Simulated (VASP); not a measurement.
# Zn2S3 (R-3c) in VASP: single point with PBE

Aim: the single point of Zn2S3 with PBE.

All numbers are computed with VASP 6.6.1; they aren't measurements. Logs are shortened: lines on timing, memory, paths and dates and some standing lists are left out, and cuts for length are marked.

### 1 The cell of the first run

The structure is trigonal, space group R-3c (No. 167). Conventional cell: a = 6.079 Å, b = 6.079 Å, c = 17.478 Å, α = 90.00°, β = 90.00°, γ = 120.00°. Zn (site symmetry 3) has 6 S at 2.41 to 2.56 Å within 3.2 Å. Within 3.2 Å of S (site symmetry 2) lie 4 Zn at 2.41 to 2.56 Å and 2 S at 3.11 Å.

### 2 Single point, PBE

INCAR reads:

```
SYSTEM = Zn2S3
  PREC = Accurate
  ENCUT = 520
  EDIFF = 1E-6
  ISMEAR = 0
  SIGMA = 0.1
  LREAL = .FALSE.
  LASPH = .TRUE.
  NELM = 80
  ALGO = Normal
  ISIF = 2
  LWAVE = .FALSE.
  LCHARG = .FALSE.
  GGA = PE
  NBANDS = 53
```

KPOINTS reads:

```
Automatic mesh
0
G
  6 6 6
  0 0 0
```

POSCAR reads:

```
Zn2S3
1.0
    3.0394157163      1.7548074820      5.8258683560
   -3.0394157163      1.7548074820      5.8258683560
    0.0000000000     -3.5096149640      5.8258683559
Zn S
4 6
Direct
    0.8544404494      0.8544404494      0.8544404494
    0.6455595506      0.6455595506      0.6455595506
    0.1455595506      0.1455595506      0.1455595506
    0.3544404494      0.3544404494      0.3544404494
    0.0449939981      0.4550060019      0.7500000000
    0.7500000000      0.0449939981      0.4550060019
    0.4550060019      0.7500000000      0.0449939981
    0.9550060019      0.5449939981      0.2500000000
    0.2500000000      0.9550060019      0.5449939981
    0.5449939981      0.2500000000      0.9550060019
```

Potentials or basis: VASP PAW PBE potentials, release 64 (Zn, S).

Command:

```sh
$ cat potpaw_PBE.64/Zn/POTCAR potpaw_PBE.64/S/POTCAR > POTCAR
$ mpirun -np 1 vasp_std > vasp.out
```

OUTCAR:

```text
SYSTEM = Zn2S3
   PREC = Accurate
   ENCUT = 520
   EDIFF = 1E-6
   ISMEAR = 0
   LREAL = .FALSE.
   LASPH = .TRUE.
   NELM = 80
   ISIF = 2
   GGA = PE

 ion  position               nearest neighbor table
   1  0.854  0.854  0.854-   8 2.41  10 2.41   9 2.41   6 2.56   5 2.56   7 2.56
   2  0.646  0.646  0.646-   8 2.41   9 2.41  10 2.41   7 2.56   5 2.56   6 2.56
   3  0.146  0.146  0.146-   5 2.41   7 2.41   6 2.41   9 2.56   8 2.56  10 2.56
   4  0.354  0.354  0.354-   5 2.41   6 2.41   7 2.41  10 2.56   8 2.56   9 2.56
   5  0.045  0.455  0.750-   3 2.41   4 2.41   1 2.56   2 2.56
   6  0.750  0.045  0.455-   4 2.41   3 2.41   1 2.56   2 2.56
   7  0.455  0.750  0.045-   3 2.41   4 2.41   2 2.56   1 2.56
   8  0.955  0.545  0.250-   1 2.41   2 2.41   3 2.56   4 2.56
   9  0.250  0.955  0.545-   2 2.41   1 2.41   3 2.56   4 2.56
  10  0.545  0.250  0.955-   1 2.41   2 2.41   4 2.56   3 2.56

  LATTYP: Found a trigonal (rhomboedric) cell.
 ALAT       =     6.8013336410
 COS(alpha) =     0.6005871383

  Lattice vectors:

 A1 = (   3.0394157163,   1.7548074820,   5.8258683560)
 A2 = (  -3.0394157163,   1.7548074820,   5.8258683560)
 A3 = (   0.0000000000,  -3.5096149640,   5.8258683559)

Analysis of symmetry for initial positions (statically):
=====================================================================
 Subroutine PRICEL returns:
 Original cell was already a primitive cell.

 Routine SETGRP: Setting up the symmetry group for a
 trigonal (rhombohedral) supercell.

 Subroutine GETGRP returns: Found 12 space group operations
 (whereof  6 operations were pure point group operations)
 out of a pool of 12 trial point group operations.

The static configuration has the point symmetry S_6 .
 The point group associated with its full space group is D_3d.

Analysis of symmetry for dynamics (positions and initial velocities):
=====================================================================
 Subroutine PRICEL returns:
 Original cell was already a primitive cell.

 Routine SETGRP: Setting up the symmetry group for a
 trigonal (rhombohedral) supercell.

 Subroutine GETGRP returns: Found 12 space group operations
 (whereof  6 operations were pure point group operations)
 out of a pool of 12 trial point group operations.

The dynamic configuration has the point symmetry S_6 .
 The point group associated with its full space group is D_3d.

 Subroutine INISYM returns: Found 12 space group operations
 (whereof  6 operations are pure point group operations),
 and found     1 'primitive' translations

----------------------------------------------------------------------------------------

                                     Primitive cell

  volume of cell :     186.4367

  direct lattice vectors                    reciprocal lattice vectors
     3.039415716  1.754807482  5.825868356     0.164505302  0.094977180  0.057216077
    -3.039415716  1.754807482  5.825868356    -0.164505302  0.094977180  0.057216077
     0.000000000 -3.509614964  5.825868356     0.000000000 -0.189954361  0.057216077

  length of vectors
     6.801333641  6.801333641  6.801333641     0.198384321  0.198384321  0.198384321

  position of ions in fractional coordinates (direct lattice)
     0.854440449  0.854440449  0.854440449
     0.645559551  0.645559551  0.645559551
     0.145559551  0.145559551  0.145559551
     0.354440449  0.354440449  0.354440449
     0.044993998  0.455006002  0.750000000
     0.750000000  0.044993998  0.455006002
     0.455006002  0.750000000  0.044993998
     0.955006002  0.544993998  0.250000000
     0.250000000  0.955006002  0.544993998
     0.544993998  0.250000000  0.955006002

  ion indices of the primitive-cell ions
   primitive index   ion index
                 1           1
                 2           2
                 3           3
                 4           4
                 5           5
                 6           6
                 7           7
                 8           8
                 9           9
                10          10

----------------------------------------------------------------------------------------

 KPOINTS: Automatic mesh

Automatic generation of k-mesh.
 Grid dimensions read from file:
 generate k-points for:    6    6    6

 Generating k-lattice:

  Cartesian coordinates                     Fractional coordinates (reciprocal lattice)
     0.027417550  0.015829530  0.009536013     0.166666667  0.000000000  0.000000000
    -0.027417550  0.015829530  0.009536013     0.000000000  0.166666667  0.000000000
     0.000000000 -0.031659060  0.009536013     0.000000000  0.000000000  0.166666667

  Length of vectors
     0.033064053  0.033064053  0.033064053

  Shift w.r.t. Gamma in fractional coordinates (k-lattice)
     0.000000000  0.000000000  0.000000000

 Subroutine IBZKPT returns following result:
 ===========================================

 Found     32 irreducible k-points:

 Following reciprocal coordinates:
            Coordinates               Weight
  0.000000  0.000000  0.000000      1.000000
  0.166667  0.000000  0.000000      6.000000
  0.333333  0.000000  0.000000      6.000000
  0.500000  0.000000 -0.000000      3.000000
  0.166667  0.166667  0.000000      6.000000
  0.333333  0.166667  0.000000     12.000000
[... 16 lines left out ...]
  0.500000  0.500000  0.166667      6.000000
 -0.333333  0.500000  0.166667     12.000000
 [... further k-points ...]
   k-points           NKPTS =     32   k-points in BZ     NKDIM =     32   number of bands    NBANDS=     53
   number of dos      NEDOS =    301   number of ions     NIONS =     10
   total plane-waves  NPLWV = 157464
   dimension x,y,z NGX =    54 NGY =   54 NGZ =   54
   dimension x,y,z NGXF=   108 NGYF=  108 NGZF=  108
   ions per type =               4   6
   NGX,Y,Z   is equivalent  to a cutoff of  13.20, 13.20, 13.20 a.u.
   NGXF,Y,Z  is equivalent  to a cutoff of  26.40, 26.40, 26.40 a.u.
 SYSTEM =  Zn2S3
   PREC   = accura    normal or accurate (medium, high low for compatibility)
   ISTART =      0    job   : 0-new  1-cont  2-samecut
   ICHARG =      2    charge: 1-file 2-atom 10-const
   ISPIN  =      1    spin polarized calculation?
   LNONCOLLINEAR =      F non collinear calculations
   LSORBIT =      F    spin-orbit coupling
   LASPH  =      T    aspherical Exc in radial PAW
   ENCUT  =  520.0 eV  38.22 Ry    6.18 a.u.  12.65 12.65 12.65*2*pi/ulx,y,z
   NELM   =     80;   NELMIN=  2; NELMDL= -5     # of ELM steps
   EDIFF  = 0.1E-05   stopping-criterion for ELM
   LREAL  =      F    real-space projection
   EDIFFG = 0.1E-04   stopping-criterion for IOM
   NSW    =      0    number of steps for IOM
   IBRION =     -1    ionic relax: 0-MD 1-quasi-New 2-CG
   NFREE  =      0    steps in history (QN), initial steepest desc. (CG)
   ISIF   =      2    stress and relaxation
   ISYM   =      2    0-nonsym 1-usesym 2-fastsym
   POTIM  = 0.5000    time-step for ionic-motion
   TEBEG  =    0.0;   TEEND  =   0.0 temperature during run
   PSTRESS=    0.0 pullay stress
   NELECT =      84.0000    total number of electrons
   NUPDOWN=      -1.0000    fix difference up-down
   EMIN   =  10.00;   EMAX   =-10.00  energy-range for DOS
   EFERMI =   0.00;   METHOD = LEGACY
   ISMEAR =     0;   SIGMA  =   0.10  broadening in eV -4-tet -1-fermi 0-gaus
   EFERMI_NEDOS =   21; number of points for ismear=-14 and -15
   IALGO  =     38    algorithm
   IMIX   =      4    mixing-type and parameters
     AMIX     =   0.40;   BMIX     =  1.00
     AMIX_MAG =   1.60;   BMIX_MAG =  1.00
  volume/ion in A,a.u.               =      18.64       125.81
  Fermi-wavevector in a.u.,A,eV,Ry     =   1.255040  2.371681 21.430868  1.575124
  Thomas-Fermi vector in A             =   2.388815
   LORBIT       =      0    0 simple, 1 ext, 2 COOP (PROOUT), +10 PAW based schemes
   GGA     = PE    functional components
   LHFCALC =     F    Hartree Fock is set to
   AEXX    =    0.0000 exact exchange contribution
   IVDW    =     0    specifies the selected vdW correction
   LEPSILON=     F    determine dielectric tensor
   LRPA    =     F    only Hartree local field effects (RPA)
 non-spin polarized calculation
 Gauss-broadening in eV      SIGMA  =   0.10
  energy-cutoff  :      520.00
  volume of cell :      186.44
 maximum number of plane-waves:      5044
 NGX is ok and might be reduce to    54
   NGX = 25   NGY = 25   NGZ = 25

 number of electron      84.0000002 magnetization

 Free energy of the ion-electron system (eV)
  ---------------------------------------------------
  ext. energy  EPLUGINS =         0.00000000
  ---------------------------------------------------
  free energy    TOTEN  =       -30.12018244 eV

  energy without entropy =      -30.06312463  energy(sigma->0) =      -30.09165353

 E-fermi :   2.8915     XC(G=0): -10.0820

 val. band max:        2.8903363215   @ k =  -0.3333   0.3333   0.3333
 cond. band min:       2.8986440794   @ k =   0.5000   0.3333   0.1667
 fundamental gap:      0.0083077579
 Fermi energy:         2.8914703612

 k-point     1 :       0.0000    0.0000    0.0000
  band No.  band energies     occupation
      1     -10.7320      2.00000
      2      -9.2400      2.00000
      3      -8.7514      2.00000
      4      -8.7514      2.00000
      5      -8.5980      2.00000
      6      -8.5980      2.00000
[... 45 lines left out ...]
     52       9.8903      0.00000
     53      10.2281      0.00000

 k-point     2 :       0.1667    0.0000    0.0000
  band No.  band energies     occupation
      1     -10.6315      2.00000
      2      -9.2588      2.00000
      3      -8.8475      2.00000
      4      -8.7747      2.00000
      5      -8.6431      2.00000
      6      -8.6213      2.00000
[... 45 lines left out ...]
     52       9.7777      0.00000
     53      10.4281      0.00000

 k-point     3 :       0.3333    0.0000    0.0000
  band No.  band energies     occupation
      1     -10.3447      2.00000
      2      -9.4821      2.00000
      3      -8.9162      2.00000
      4      -8.8080      2.00000
      5      -8.7338      2.00000
      6      -8.7014      2.00000
[... 45 lines left out ...]
     52       9.7896      0.00000
     53      10.1661      0.00000
[... 1065 lines left out ...]
 k-point    23 :       0.5000    0.5000    0.1667
  band No.  band energies     occupation
      1     -10.0757      2.00000
      2      -9.6214      2.00000
      3      -9.1129      2.00000
      4      -8.9050      2.00000
      5      -8.8259      2.00000
      6      -8.6081      2.00000
[... 45 lines left out ...]
     52       9.9505      0.00000
     53      10.2643      0.00000

 k-point    24 :      -0.3333    0.5000    0.1667
  band No.  band energies     occupation
      1      -9.8946      2.00000
      2      -9.6347      2.00000
      3      -9.2051      2.00000
      4      -9.0511      2.00000
      5      -8.7898      2.00000
      6      -8.6411      2.00000
[... 45 lines left out ...]
     52       9.8811      0.00000
     53      10.2602      0.00000

 [... further k-points ...]

------------------------ aborting loop because EDIFF is reached ----------------------------------------

  FORCE on cell =-STRESS in cart. coord.  units (eV):
  Direction    XX          YY          ZZ          XY          YZ          ZX
  --------------------------------------------------------------------------------------
  -------------------------------------------------------------------------------------
  Total        0.1256264      0.1256264      0.1637927      0.0000000      0.0000000     -0.0000000
  in kB        1.0795926      1.0795926      1.4075819      0.0000000      0.0000000     -0.0000000
  external PRESSURE =       1.1889224 kB  Pullay stress =       0.0000000 kB

 VOLUME and BASIS-vectors are now :
 -----------------------------------------------------------------------------
  energy-cutoff  :      520.00
  volume of cell :      186.44
      direct lattice vectors                 reciprocal lattice vectors
     3.039415716  1.754807482  5.825868356     0.164505302  0.094977180  0.057216077
    -3.039415716  1.754807482  5.825868356    -0.164505302  0.094977180  0.057216077
     0.000000000 -3.509614964  5.825868356     0.000000000 -0.189954361  0.057216077

 POSITION                                       TOTAL-FORCE (eV/Angst)
 -----------------------------------------------------------------------------------
      0.00000      0.00000     14.93357        -0.000000     -0.000000      0.003352
      0.00000      0.00000     11.28283        -0.000000     -0.000000     -0.003352
      0.00000      0.00000      2.54403        -0.000000     -0.000000     -0.003352
      0.00000      0.00000      6.19477        -0.000000     -0.000000      0.003352
     -1.24620     -1.75481      7.28234        -0.005712     -0.000000      0.000000
      2.14281     -0.20183      7.28234         0.002856     -0.004946     -0.000000
     -0.89661      1.95664      7.28234         0.002856      0.004946      0.000000
      1.24620      1.75481     10.19527         0.005712     -0.000000      0.000000
     -2.14281      0.20183     10.19527        -0.002856      0.004946      0.000000
      0.89661     -1.95664     10.19527        -0.002856     -0.004946     -0.000000
 -----------------------------------------------------------------------------------
    total drift:                                0.000000      0.000000     -0.000000

  FREE ENERGIE OF THE ION-ELECTRON SYSTEM (eV)
  ---------------------------------------------------
  free  energy   TOTEN  =       -30.1201824387 eV

  energy  without entropy=      -30.0631246298  energy(sigma->0) =      -30.09165353
```

Wall time 14 min (1 thread of Intel Xeon 8259CL, shared host); peak memory 0.54 GiB.

What came out:

* Free energy: -30.1202 eV
* Pressure: 0.1 GPa
* Largest force: 0.006 eV/Å
* Band gap on the k mesh: zero (bands 42 and 43 overlap by 0.42 eV)

Forces on the atoms (eV/Å):
```
Zn   0.000  0.000  0.003
Zn   0.000  0.000 -0.003
Zn   0.000  0.000 -0.003
Zn   0.000  0.000  0.003
S   -0.006  0.000  0.000
S    0.003 -0.005  0.000
S    0.003  0.005  0.000
S    0.006  0.000  0.000
S   -0.003  0.005  0.000
S   -0.003 -0.005  0.000
```

Caveat: semilocal functionals underestimate gaps, and a narrow one can read as zero.
